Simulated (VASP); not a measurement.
Wanted: the native input for a VASP 6.6.1 run.

```
Task                   : single point
Functional             : PBE
Potentials or basis    : VASP PAW PBE potentials, release 64 (Zn, Se)
Cutoff                 : 520 eV
k mesh                 : 10 × 10 × 10
Occupations            : gaussian, width 0.05 eV
Spin                   : no spin polarisation
Dipole correction      : no
Further INCAR settings : ALGO = Normal; EDIFF = 1e-07; NBANDS = 16
```

The structure of ZnSe lies in POSCAR:

```
ZnSe
1.0
    0.0000000000      2.9466924400      2.7109570448
    2.9466924400      0.0000000000      2.7109570448
    2.9466924400      2.9466924400      0.0000000000
Zn Se
1 1
Direct
    0.0000000000      0.0000000000      0.0000000000
    0.7500000000      0.7500000000      0.7500000000
```

This cell differs from its parent crystal: ratio of the length along z to the lengths across it x 0.92, volume and fractional coordinates fixed.

The input as run:

INCAR

```
PREC = Accurate
ENCUT = 520
EDIFF = 1E-7
ISMEAR = 0
SIGMA = 0.05
LREAL = F
LASPH = T
NELM = 80
ALGO = Normal
ISIF = 2
LWAVE = F
LCHARG = T
GGA = PE
LELF = T
LVHAR = T
NBANDS = 16
```

KPOINTS

```
regular mesh
0
Gamma
  10 10 10
```

Potentials or basis: VASP PAW PBE potentials, release 64 (Zn, Se).

Launch:

```console
$ cat potpaw_PBE.64/Zn/POTCAR potpaw_PBE.64/Se/POTCAR > POTCAR
$ mpirun -np 1 vasp_std > vasp.out
```

Results of the run:

```yaml
Pressure: 0.1 GPa
Band_gap_on_the_k_mesh: 0.97 eV, direct
```

It took 110 s on 1 thread of Intel(R) Xeon(R) Platinum 8259CL CPU @ 2.50GHz (Skylake/Cascade Lake) (shared host), peak memory 0.23 GiB.
